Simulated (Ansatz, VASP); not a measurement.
## Two plane-wave programs on WSe2

INCAR

```
SYSTEM = WSe2
PREC = Accurate ; ENCUT = 520
EDIFF = 1E-6 ; ISMEAR = 0
SIGMA = 0.05 ; LREAL = .FALSE.
LASPH = .TRUE. ; NELM = 60
ALGO = Normal ; ISIF = 2
LWAVE = .FALSE. ; LCHARG = .FALSE.
GGA = PS ; NBANDS = 20
```

Contents of KPOINTS:

```
regular mesh
0
G
  9 9 2
  0 0 0
```

POSCAR

```
WSe2
1.0
    3.2702124402      0.0000000000      0.0000000000
   -1.6351062201      2.8320870490      0.0000000000
    0.0000000000      0.0000000000     16.6611439352
W Se
1 2
Direct
    0.0000000000      0.0000000000      0.0000000000
    0.3122551288      0.6512363500      0.1003991023
    0.3544115379      0.6820969833      0.8996008977
```

Input for Ansatz:

```yaml
crystal:
  lattice:
    - [3.2702124402, 0.0, 0.0]
    - [-1.6351062201, 2.832087049, 0.0]
    - [0.0, 0.0, 16.6611439352]
  atoms:
    - { symbol: W, position: [0.0, 0.0, 0.0] }
    - { symbol: Se, position: [0.3122551288, 0.65123635, 0.1003991023] }
    - { symbol: Se, position: [0.3544115379, 0.6820969833, 0.8996008977] }
basis:
  ecutwfc: 420
kpoints:
  mp_grid: { grid: [9, 9, 2] }
hamiltonian:
  xc: pbesol
  pseudopotentials: { kind: paw, azcp: { folder: soft_1 } }
scf:
  occupations: { method: gaussian, width: 0.05 }
output:
  forces: true
  stress: true
  eigenvalues: true
```

Change from the starting cell: mode 4 frozen in at -0.044 Å and mode 5 at -0.044 Å (largest displacements).

Alike in both runs: task single point; functional PBEsol; k mesh 9 × 9 × 2; occupations gaussian, width 0.05 eV; no spin polarisation.

|  | VASP | Ansatz |
| --- | --- | --- |
| version | VASP 6.6.1 | Ansatz 0.2.0 |
| potentials or method | VASP PAW PBE potentials, release 64 (W_sv, Se), cutoff 520 eV | scalar-relativistic, plane waves, PAW |
| valence electrons in the cell | 26 | 46 |

Ansatz gave:

* gap on the k mesh at the Fermi level (eV): 1.69
* least direct gap on the mesh (eV): 1.69
* rms of the force components (eV/Å): 0.256

Task: Which values does VASP return?

Result: gap on the k mesh at the Fermi level (eV): 1.68; least direct gap on the mesh (eV): 1.68; rms of the force components (eV/Å): 0.262.

VASP's potentials were made for PBE, not for PBEsol, and Ansatz warns of the same on its side. Atom by atom the forces differ by 0.030 eV/Å (rms over components). The functional is the same, so the differences come from potentials, cutoffs and numerics. VASP's potentials hold 26 valence electrons a cell and Ansatz's 46, so a difference there can come from the potentials and not from the codes.

Spin-orbit coupling is off throughout.
